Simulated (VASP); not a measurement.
# MgO (Fm-3m) in VASP: a series of runs

The runs below take MgO through single point, with r2SCAN.

Program: VASP 6.6.1. These are calculated values, not measurements. Logs are shortened: lines on timing, memory, paths and dates and some standing lists are left out, and cuts for length are marked.

**1. The cell of the first run**

Symmetry: Fm-3m, No. 225, cubic system. Conventional cell: a = 4.098 Å, b = 4.098 Å, c = 4.098 Å, α = 90.00°, β = 90.00°, γ = 90.00°. Mg (site symmetry m-3m) has 6 O at 2.05 Å within 2.7 Å. Within 2.7 Å of O (site symmetry m-3m) lie 6 Mg at 2.05 Å.

**2. Single point, r2SCAN**

Input file POSCAR:

```
MgO
1.0
    0.0000000000      2.0490258294      2.0490258294
    2.0490258294      0.0000000000      2.0490258294
    2.0490258294      2.0490258294      0.0000000000
Mg O
1 1
Direct
    0.0000000000      0.0000000000      0.0000000000
    0.5000000000      0.5000000000      0.5000000000
```

Input file INCAR.step1:

```
SYSTEM = MgO
  PREC = Accurate
  ENCUT = 920
  ISMEAR = 0
  SIGMA = 0.01
  LREAL = .FALSE.
  LASPH = .TRUE.
  NELM = 120
  NBANDS = 15
  GGA = PE
  ALGO = Normal
  EDIFF = 1E-5
  LWAVE = .TRUE.
  LCHARG = .FALSE.
  GGA_COMPAT = .FALSE.
```

Input file INCAR.step2:

```
SYSTEM = MgO
  PREC = Accurate
  ENCUT = 920
  EDIFF = 1E-6
  ISMEAR = 0
  SIGMA = 0.01
  LREAL = .FALSE.
  LASPH = .TRUE.
  NELM = 120
  ALGO = Normal
  ISIF = 2
  LWAVE = .FALSE.
  LCHARG = .FALSE.
  METAGGA = R2SCAN
  LMIXTAU = .TRUE.
  NBANDS = 15
  ISTART = 1
  GGA_COMPAT = .FALSE.
```

Input file KPOINTS:

```
Automatic mesh
0
G
  10 10 10
  0 0 0
```

Potentials or basis: VASP PAW PBE potentials, release 64 (Mg_sv, O).

On the command line:

```
$ cat potpaw_PBE.64/Mg_sv/POTCAR potpaw_PBE.64/O/POTCAR > POTCAR
$ cp INCAR.step1 INCAR
$ mpirun -np 1 vasp_std > vasp.out
$ cp INCAR.step2 INCAR
$ mpirun -np 1 vasp_std > vasp.out
```

OUTCAR:

```text
SYSTEM = MgO
   PREC = Accurate
   ENCUT = 920
   EDIFF = 1E-6
   ISMEAR = 0
   LREAL = .FALSE.
   LASPH = .TRUE.
   NELM = 120
   ISIF = 2
   METAGGA = R2SCAN
   ISTART = 1

 ion  position               nearest neighbor table
   1  0.000  0.000  0.000-   2 2.05   2 2.05   2 2.05   2 2.05   2 2.05   2 2.05
   2  0.500  0.500  0.500-   1 2.05   1 2.05   1 2.05   1 2.05   1 2.05   1 2.05

  LATTYP: Found a face centered cubic cell.
 ALAT       =     4.0980516588

  Lattice vectors:

 A1 = (   0.0000000000,   2.0490258294,   2.0490258294)
 A2 = (   2.0490258294,   0.0000000000,   2.0490258294)
 A3 = (   2.0490258294,   2.0490258294,   0.0000000000)

Analysis of symmetry for initial positions (statically):
=====================================================================
 Subroutine PRICEL returns:
 Original cell was already a primitive cell.

 Routine SETGRP: Setting up the symmetry group for a
 face centered cubic supercell.

 Subroutine GETGRP returns: Found 48 space group operations
 (whereof 48 operations were pure point group operations)
 out of a pool of 48 trial point group operations.

The static configuration has the point symmetry O_h .

Analysis of symmetry for dynamics (positions and initial velocities):
=====================================================================
 Subroutine PRICEL returns:
 Original cell was already a primitive cell.

 Routine SETGRP: Setting up the symmetry group for a
 face centered cubic supercell.

 Subroutine GETGRP returns: Found 48 space group operations
 (whereof 48 operations were pure point group operations)
 out of a pool of 48 trial point group operations.

The dynamic configuration has the point symmetry O_h .

 Subroutine INISYM returns: Found 48 space group operations
 (whereof 48 operations are pure point group operations),
 and found     1 'primitive' translations

----------------------------------------------------------------------------------------

                                     Primitive cell

  volume of cell :      17.2057

  direct lattice vectors                    reciprocal lattice vectors
     0.000000000  2.049025829  2.049025829    -0.244018398  0.244018398  0.244018398
     2.049025829  0.000000000  2.049025829     0.244018398 -0.244018398  0.244018398
     2.049025829  2.049025829  0.000000000     0.244018398  0.244018398 -0.244018398

  length of vectors
     2.897760118  2.897760118  2.897760118     0.422652263  0.422652263  0.422652263

  position of ions in fractional coordinates (direct lattice)
[... 90 lines left out ...]
   NELECT =      16.0000    total number of electrons
   NUPDOWN=      -1.0000    fix difference up-down
   EMIN   =  10.00;   EMAX   =-10.00  energy-range for DOS
   EFERMI =   0.00;   METHOD = LEGACY
   ISMEAR =     0;   SIGMA  =   0.01  broadening in eV -4-tet -1-fermi 0-gaus
   EFERMI_NEDOS =   21; number of points for ismear=-14 and -15
   IALGO  =     38    algorithm
   IMIX   =      4    mixing-type and parameters
     AMIX     =   0.40;   BMIX     =  1.00
     AMIX_MAG =   1.60;   BMIX_MAG =  1.00
  volume/ion in A,a.u.               =       8.60        58.05
  Fermi-wavevector in a.u.,A,eV,Ry     =   1.597929  3.019647 34.740791  2.553376
  Thomas-Fermi vector in A             =   2.695458
   LORBIT       =      0    0 simple, 1 ext, 2 COOP (PROOUT), +10 PAW based schemes
   METAGGA = R2SCAN    functional components
   LHFCALC =     F    Hartree Fock is set to
   AEXX    =    0.0000 exact exchange contribution
   IVDW    =     0    specifies the selected vdW correction
   LEPSILON=     F    determine dielectric tensor
   LRPA    =     F    only Hartree local field effects (RPA)
 non-spin polarized calculation
 Gauss-broadening in eV      SIGMA  =   0.01
  energy-cutoff  :      920.00
  volume of cell :       17.21
 maximum number of plane-waves:      1106
 NGX is ok and might be reduce to    30
   NGX = 15   NGY = 15   NGZ = 15

 number of electron      16.0000004 magnetization

 Free energy of the ion-electron system (eV)
  ---------------------------------------------------
  ext. energy  EPLUGINS =         0.00000000
  ---------------------------------------------------
  free energy    TOTEN  =       -16.08683411 eV

  energy without entropy =      -16.08683411  energy(sigma->0) =      -16.08683411

 E-fermi :   3.3646     XC(G=0): -12.5066

 val. band max:        3.1086564364   @ k =   0.0000   0.0000   0.0000
 cond. band min:       9.6251893036   @ k =   0.0000   0.0000   0.0000
 fundamental gap:      6.5165328672
 Fermi energy:         3.3646416224

 k-point     1 :       0.0000    0.0000    0.0000
  band No.  band energies     occupation
      1     -71.5660      2.00000
      2     -36.6441      2.00000
      3     -36.6441      2.00000
      4     -36.6441      2.00000
      5     -15.5171      2.00000
      6       3.1087      2.00000
      7       3.1087      2.00000
      8       3.1087      2.00000
      9       9.6252      0.00000
     10      20.4556      0.00000
     11      20.4556      0.00000
     12      20.4556      0.00000
     13      24.8108      0.00000
     14      26.7219      0.00000
[... 401 lines left out ...]
      2     -36.7262      2.00000
      3     -36.6764      2.00000
      4     -36.6731      2.00000
      5     -14.1126      2.00000
      6      -0.7333      2.00000
      7       1.6745      2.00000
      8       1.9082      2.00000
      9      14.2604      0.00000
     10      14.8991      0.00000
     11      18.8909      0.00000
     12      23.8002      0.00000
     13      24.0402      0.00000
     14      30.5191      0.00000
     15      33.4377      0.00000

 [... further k-points ...]

------------------------ aborting loop because EDIFF is reached ----------------------------------------

  FORCE on cell =-STRESS in cart. coord.  units (eV):
  Direction    XX          YY          ZZ          XY          YZ          ZX
  --------------------------------------------------------------------------------------
  -------------------------------------------------------------------------------------
  Total        1.6825812      1.6825812      1.6825812     -0.0000000     -0.0000000      0.0000000
  in kB      156.6802751    156.6802751    156.6802751     -0.0000000     -0.0000000      0.0000000
  external PRESSURE =     156.6802751 kB  Pullay stress =       0.0000000 kB

 VOLUME and BASIS-vectors are now :
 -----------------------------------------------------------------------------
  energy-cutoff  :      920.00
  volume of cell :       17.21
      direct lattice vectors                 reciprocal lattice vectors
     0.000000000  2.049025829  2.049025829    -0.244018398  0.244018398  0.244018398
     2.049025829  0.000000000  2.049025829     0.244018398 -0.244018398  0.244018398
     2.049025829  2.049025829  0.000000000     0.244018398  0.244018398 -0.244018398

 POSITION                                       TOTAL-FORCE (eV/Angst)
 -----------------------------------------------------------------------------------
      0.00000      0.00000      0.00000         0.000000      0.000000      0.000000
      2.04903      2.04903      2.04903        -0.000000     -0.000000     -0.000000
 -----------------------------------------------------------------------------------
    total drift:                                0.000000      0.000000      0.000000

  FREE ENERGIE OF THE ION-ELECTRON SYSTEM (eV)
  ---------------------------------------------------
  free  energy   TOTEN  =       -16.0868341129 eV

  energy  without entropy=      -16.0868341129  energy(sigma->0) =      -16.08683411
```

OUTCAR.step1:

```text
SYSTEM = MgO
   PREC = Accurate
   ENCUT = 920
   ISMEAR = 0
   LREAL = .FALSE.
   LASPH = .TRUE.
[... 654 lines left out ...]
      0.00000      0.00000      0.00000        -0.000000     -0.000000     -0.000000
      2.04903      2.04903      2.04903         0.000000      0.000000      0.000000
 -----------------------------------------------------------------------------------
    total drift:                                0.000000      0.000000      0.000000

  FREE ENERGIE OF THE ION-ELECTRON SYSTEM (eV)
  ---------------------------------------------------
  free  energy   TOTEN  =       -11.7537750563 eV

  energy  without entropy=      -11.7537750563  energy(sigma->0) =      -11.75377506
```

Run time: 1.7 min. Hardware: 1 thread of Intel Xeon Platinum 8375C at 2.90GHz (Ice Lake), shared host; peak memory 0.18 GiB.

Results:

```
Free energy            : -16.0868 eV
Pressure               : 15.7 GPa
Band gap on the k mesh : 6.52 eV
```

Caveat: the cell stands under pressure; the PAW data sets were made with another functional, which shifts forces and pressure a little.

(Part 1 of 2 ends here.)
